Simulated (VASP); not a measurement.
# NaF (Fm-3m) in VASP: settings compared

Aim: see how the results for NaF move with the level of theory and the settings. Levels: r2SCAN, PBE0. Tasks: single point.

All numbers are computed with VASP 6.6.1; they aren't measurements. Logs are shortened: lines on timing, memory, paths and dates and some standing lists are left out, and cuts for length are marked.

**1. The cell of the first run**

The structure is cubic, space group Fm-3m (No. 225). The conventional cell has a = 4.545 Å, b = 4.545 Å, c = 4.545 Å, α = 90.00°, β = 90.00°, γ = 90.00°. Na (site symmetry m-3m) has 6 F at 2.27 Å within 3.0 Å. F (site symmetry m-3m) has 6 Na at 2.27 Å within 3.0 Å.

**2. Single point, r2SCAN**

POSCAR

```
NaF
1.0
    0.0000000000      2.2726397722      2.2726397722
    2.2726397722      0.0000000000      2.2726397722
    2.2726397722      2.2726397722      0.0000000000
Na F
1 1
Direct
    0.0000000000      0.0000000000      0.0000000000
    0.5000000000      0.5000000000      0.5000000000
```

INCAR.step1

```
ALGO = Normal
EDIFF = 1E-5
ENCUT = 1250
GGA = PE
GGA_COMPAT = F
ISMEAR = -1
LASPH = T
LCHARG = F
LREAL = F
LWAVE = T
NBANDS = 15
NELM = 120
PREC = Accurate
SIGMA = 0.05
```

INCAR.step2

```
ALGO = Normal
EDIFF = 1E-6
ENCUT = 1250
GGA_COMPAT = F
ISIF = 2
ISMEAR = -1
ISTART = 1
LASPH = T
LCHARG = T
LELF = T
LMIXTAU = T
LREAL = F
LVHAR = T
LWAVE = F
METAGGA = R2SCAN
NBANDS = 15
NELM = 120
PREC = Accurate
SIGMA = 0.05
```

KPOINTS

```
k-points
0
Gamma
  10 10 10
```

Potentials or basis: VASP PAW PBE potentials, release 64 (Na_sv, F).

The run is started by

```
cat potpaw_PBE.64/Na_sv/POTCAR potpaw_PBE.64/F/POTCAR > POTCAR
cp INCAR.step1 INCAR
mpirun -np 1 vasp_std > vasp.out
cp INCAR.step2 INCAR
mpirun -np 1 vasp_std > vasp.out
```

OUTCAR:

```text
EDIFF = 1E-6
   ENCUT = 1250
   ISIF = 2
   ISMEAR = -1
   ISTART = 1
   LASPH = T
   LREAL = F
   METAGGA = R2SCAN
   NELM = 120
   PREC = Accurate

 ion  position               nearest neighbor table
   1  0.000  0.000  0.000-
   2  0.500  0.500  0.500-

  LATTYP: Found a face centered cubic cell.
 ALAT       =     4.5452795444

  Lattice vectors:

 A1 = (   0.0000000000,   2.2726397722,   2.2726397722)
 A2 = (   2.2726397722,   0.0000000000,   2.2726397722)
 A3 = (   2.2726397722,   2.2726397722,   0.0000000000)

Analysis of symmetry for initial positions (statically):
=====================================================================
 Subroutine PRICEL returns:
 Original cell was already a primitive cell.

 Routine SETGRP: Setting up the symmetry group for a
 face centered cubic supercell.

 Subroutine GETGRP returns: Found 48 space group operations
 (whereof 48 operations were pure point group operations)
 out of a pool of 48 trial point group operations.

The static configuration has the point symmetry O_h .

Analysis of symmetry for dynamics (positions and initial velocities):
=====================================================================
 Subroutine PRICEL returns:
 Original cell was already a primitive cell.

 Routine SETGRP: Setting up the symmetry group for a
 face centered cubic supercell.

 Subroutine GETGRP returns: Found 48 space group operations
 (whereof 48 operations were pure point group operations)
 out of a pool of 48 trial point group operations.

The dynamic configuration has the point symmetry O_h .

 Subroutine INISYM returns: Found 48 space group operations
 (whereof 48 operations are pure point group operations),
 and found     1 'primitive' translations

----------------------------------------------------------------------------------------

                                     Primitive cell

  volume of cell :      23.4759

  direct lattice vectors                    reciprocal lattice vectors
     0.000000000  2.272639772  2.272639772    -0.220008470  0.220008470  0.220008470
     2.272639772  0.000000000  2.272639772     0.220008470 -0.220008470  0.220008470
     2.272639772  2.272639772  0.000000000     0.220008470  0.220008470 -0.220008470

  length of vectors
     3.213997988  3.213997988  3.213997988     0.381065849  0.381065849  0.381065849

  position of ions in fractional coordinates (direct lattice)
[... 87 lines left out ...]
   POTIM  = 0.5000    time-step for ionic-motion
   TEBEG  =    0.0;   TEEND  =   0.0 temperature during run
   PSTRESS=    0.0 pullay stress
   NELECT =      16.0000    total number of electrons
   NUPDOWN=      -1.0000    fix difference up-down
   EMIN   =  10.00;   EMAX   =-10.00  energy-range for DOS
   EFERMI =   0.00;   METHOD = LEGACY
   ISMEAR =    -1;   SIGMA  =   0.05  broadening in eV -4-tet -1-fermi 0-gaus
   EFERMI_NEDOS =   21; number of points for ismear=-14 and -15
   IALGO  =     38    algorithm
   IMIX   =      4    mixing-type and parameters
     AMIX     =   0.40;   BMIX     =  1.00
     AMIX_MAG =   1.60;   BMIX_MAG =  1.00
  volume/ion in A,a.u.               =      11.74        79.21
  Fermi-wavevector in a.u.,A,eV,Ry     =   1.440702  2.722532 28.240564  2.075623
  Thomas-Fermi vector in A             =   2.559417
   LORBIT       =      0    0 simple, 1 ext, 2 COOP (PROOUT), +10 PAW based schemes
   METAGGA = R2SCAN    functional components
   LHFCALC =     F    Hartree Fock is set to
   AEXX    =    0.0000 exact exchange contribution
   IVDW    =     0    specifies the selected vdW correction
   LEPSILON=     F    determine dielectric tensor
   LRPA    =     F    only Hartree local field effects (RPA)
 non-spin polarized calculation
  energy-cutoff  :     1250.00
  volume of cell :       23.48
 maximum number of plane-waves:      2397
 NGX is ok and might be reduce to    40
   NGX = 19   NGY = 19   NGZ = 19

 number of electron      15.9999999 magnetization

 Free energy of the ion-electron system (eV)
  ---------------------------------------------------
  ext. energy  EPLUGINS =         0.00000000
  ---------------------------------------------------
  free energy    TOTEN  =       -12.56440168 eV

  energy without entropy =      -12.56440168  energy(sigma->0) =      -12.56440168

 E-fermi :  -0.8577     XC(G=0):  -9.8558

 val. band max:       -2.0588751041   @ k =   0.0000   0.0000   0.0000
 cond. band min:       5.4086341774   @ k =   0.0000   0.0000   0.0000
 fundamental gap:      7.4675092815
 Fermi energy:        -0.8577473571

 k-point     1 :       0.0000    0.0000    0.0000
  band No.  band energies     occupation
      1     -50.9865      2.00000
      2     -22.4454      2.00000
      3     -21.3573      2.00000
      4     -21.3573      2.00000
      5     -21.3573      2.00000
      6      -2.0589      2.00000
      7      -2.0589      2.00000
      8      -2.0589      2.00000
      9       5.4086      0.00000
     10      18.4563      0.00000
     11      18.4563      0.00000
     12      18.4563      0.00000
     13      21.0023      0.00000
     14      24.0995      0.00000
[... 401 lines left out ...]
      2     -22.4656      2.00000
      3     -21.4132      2.00000
      4     -21.4031      2.00000
      5     -21.2115      2.00000
      6      -3.3054      2.00000
      7      -2.4692      2.00000
      8      -2.4098      2.00000
      9       9.9020      0.00000
     10      12.8794      0.00000
     11      16.5508      0.00000
     12      19.5198      0.00000
     13      19.5841      0.00000
     14      25.9747      0.00000
     15      26.9388      0.00000

 [... further k-points ...]

------------------------ aborting loop because EDIFF is reached ----------------------------------------

  FORCE on cell =-STRESS in cart. coord.  units (eV):
  Direction    XX          YY          ZZ          XY          YZ          ZX
  --------------------------------------------------------------------------------------
  -------------------------------------------------------------------------------------
  Total        0.2783361      0.2783361      0.2783361      0.0000000      0.0000000     -0.0000000
  in kB       18.9958315     18.9958315     18.9958315      0.0000000      0.0000000     -0.0000000
  external PRESSURE =      18.9958315 kB  Pullay stress =       0.0000000 kB

 VOLUME and BASIS-vectors are now :
 -----------------------------------------------------------------------------
  energy-cutoff  :     1250.00
  volume of cell :       23.48
      direct lattice vectors                 reciprocal lattice vectors
     0.000000000  2.272639772  2.272639772    -0.220008470  0.220008470  0.220008470
     2.272639772  0.000000000  2.272639772     0.220008470 -0.220008470  0.220008470
     2.272639772  2.272639772  0.000000000     0.220008470  0.220008470 -0.220008470

 POSITION                                       TOTAL-FORCE (eV/Angst)
 -----------------------------------------------------------------------------------
      0.00000      0.00000      0.00000        -0.000000      0.000000      0.000000
      2.27264      2.27264      2.27264         0.000000     -0.000000      0.000000
 -----------------------------------------------------------------------------------
    total drift:                                0.000000     -0.000000      0.000000

  FREE ENERGIE OF THE ION-ELECTRON SYSTEM (eV)
  ---------------------------------------------------
  free  energy   TOTEN  =       -12.5644016850 eV

  energy  without entropy=      -12.5644016849  energy(sigma->0) =      -12.56440168
```

Run time: 3.1 min. Hardware: 1 thread of Intel Xeon Platinum 8375C at 2.90GHz (Ice Lake), shared host; peak memory 0.27 GiB.

What came out:

```
Free energy            : -12.5644 eV
Pressure               : 1.9 GPa
Band gap on the k mesh : 7.47 eV
```

Caveat: the PAW data sets were made with another functional, which shifts forces and pressure a little. A k mesh can miss the band edges.

**3. Single point, PBE0**

This run uses another cell than the first one, of 12.74 Å³/atom.

POSCAR

```
NaF
1.0
    0.0000000000      2.3353646862      2.3353646862
    2.3353646862      0.0000000000      2.3353646862
    2.3353646862      2.3353646862      0.0000000000
Na F
1 1
Direct
    0.0000000000      0.0000000000      0.0000000000
    0.5000000000      0.5000000000      0.5000000000
```

INCAR.step1

```
SYSTEM = NaF
ALGO = Normal
EDIFF = 1E-5
ENCUT = 520
GGA = PE
ISIF = 2
ISMEAR = -1
LASPH = .True.
LREAL = .False.
LWAVE = .True.
NBANDS = 14
NELM = 80
PREC = Accurate
SIGMA = 0.05
```

INCAR.step2

```
SYSTEM = NaF
AEXX = 0.25
ALGO = Normal
EDIFF = 1E-6
ENCUT = 520
GGA = PE
ISIF = 2
ISMEAR = -1
ISTART = 1
LASPH = .True.
LCHARG = .True.
LELF = .True.
LHFCALC = .True.
LREAL = .False.
LVHAR = .True.
LWAVE = .False.
NBANDS = 14
NELM = 80
PREC = Accurate
PRECFOCK = Normal
SIGMA = 0.05
```

KPOINTS

```
k-points
0
Gamma
  6 6 6
  0 0 0
```

Potentials or basis: VASP PAW PBE potentials, release 64 (Na_pv, F).

The run is started by

```
cat potpaw_PBE.64/Na_pv/POTCAR potpaw_PBE.64/F/POTCAR > POTCAR
cp INCAR.step1 INCAR
mpirun -np 1 vasp_std > vasp.out
cp INCAR.step2 INCAR
mpirun -np 1 vasp_std > vasp.out
```

Wall time 22 min (1 thread of Intel Xeon Platinum 8259CL at 2.50GHz (Skylake/Cascade Lake), shared host); peak memory 0.16 GiB.

Results (log left out):

| Item | Value |
| --- | --- |
| Free energy | -10.8400 eV |
| Pressure | -1.0 GPa |
| Band gap on the k mesh | 9.09 eV |

Levels at points of the mesh, in eV from the valence-band top:
```
           k point  band 5  band 6  band 7  band 8  band 9  band 10
(0.00, 0.00, 0.00)    0.00    0.00    0.00    9.09   21.96    21.96
(0.50, 0.00, 0.00)   -1.58   -0.26   -0.26   13.61   15.41    23.07
(0.50, 0.50, 0.00)   -1.29   -0.42   -0.42   16.08   16.16    16.53
```

Caveat: the PAW data sets were made with another functional, which shifts forces and pressure a little.

**4. Single point, PBE0**

This run uses another cell than the first one, of 12.99 Å³/atom.

POSCAR

```
NaF
1.0
    0.0000000000      2.3505298169      2.3505298169
    2.3505298169      0.0000000000      2.3505298169
    2.3505298169      2.3505298169      0.0000000000
Na F
1 1
Direct
    0.0000000000      0.0000000000      0.0000000000
    0.5000000000      0.5000000000      0.5000000000
```

INCAR.step1

```
  PREC = Accurate
  ENCUT = 520
  EDIFF = 1E-5
  ISMEAR = -1
  SIGMA = 0.05
  LREAL = False
  LASPH = True
  NELM = 60
  ALGO = Normal
  ISIF = 2
  LWAVE = True
  LCHARG = False
  NBANDS = 14
  GGA = PE
```

INCAR.step2

```
  PREC = Accurate
  ENCUT = 520
  EDIFF = 1E-6
  ISMEAR = -1
  SIGMA = 0.05
  LREAL = False
  LASPH = True
  NELM = 60
  ALGO = Normal
  ISIF = 2
  LWAVE = False
  LCHARG = False
  GGA = PE
  LHFCALC = True
  AEXX = 0.25
  PRECFOCK = Normal
  NBANDS = 14
  ISTART = 1
```

KPOINTS

```
regular mesh
0
Gamma
  6 6 6
```

The run is started by

```
cat potpaw_PBE.64/Na_pv/POTCAR potpaw_PBE.64/F/POTCAR > POTCAR
cp INCAR.step1 INCAR
mpirun -np 1 vasp_std > vasp.out
cp INCAR.step2 INCAR
mpirun -np 1 vasp_std > vasp.out
```

Wall time 23 min (1 thread of Intel Xeon Platinum 8259CL at 2.50GHz (Skylake/Cascade Lake), shared host); peak memory 0.16 GiB.

It converged, with:

| Quantity | Value |
| --- | --- |
| Free energy | -10.8362 eV |
| Pressure | -1.8 GPa |
| Band gap on the k mesh | 8.98 eV |

Levels at points of the mesh, in eV from the valence-band top:
```
           k point  band 4  band 5  band 6  band 7  band 8  band 9  band 10  band 11
(0.00, 0.00, 0.00)  -20.51    0.00    0.00    0.00    8.98   21.81    21.81    21.81
(0.50, 0.00, 0.00)  -19.76   -1.54   -0.25   -0.25   13.48   15.23    22.85    22.85
(0.50, 0.50, 0.00)  -20.43   -1.26   -0.41   -0.41   15.91   16.08    16.33    22.58
```

Caveat: the PAW data sets were made with another functional, which shifts forces and pressure a little.

**5. The runs side by side**

| level | potentials or basis | cell | k mesh | cutoff (eV) | grid for exact exchange (PRECFOCK) | share of exact exchange | gap on the mesh (eV) | pressure (GPa) |
| --- | --- | --- | --- | --- | --- | --- | --- | --- |
| r2SCAN | VASP PAW PBE potentials, release 64 (Na_sv, F) | a = 3.214 Å, angles 60.0°, 2 atoms | 10 × 10 × 10 | 1250 | - | - | 7.47 | 1.9 |
| PBE0 | VASP PAW PBE potentials, release 64 (Na_pv, F) | a = 3.303 Å, angles 60.0°, 2 atoms | 6 × 6 × 6 | 520 | Normal | 0.25 | 9.09 | -1.0 |
| PBE0 | VASP PAW PBE potentials, release 64 (Na_pv, F) | a = 3.324 Å, angles 60.0°, 2 atoms | 6 × 6 × 6 | 520 | Normal | 0.25 | 8.98 | -1.8 |

Alike in all rows: task single point; no spin polarisation; smearing fermi-dirac 0.05 eV.

Caveats: the PAW data sets were made with another functional, which shifts forces and pressure a little.

Total energies depend on the potentials used, so only differences within one code and one set of settings carry meaning.
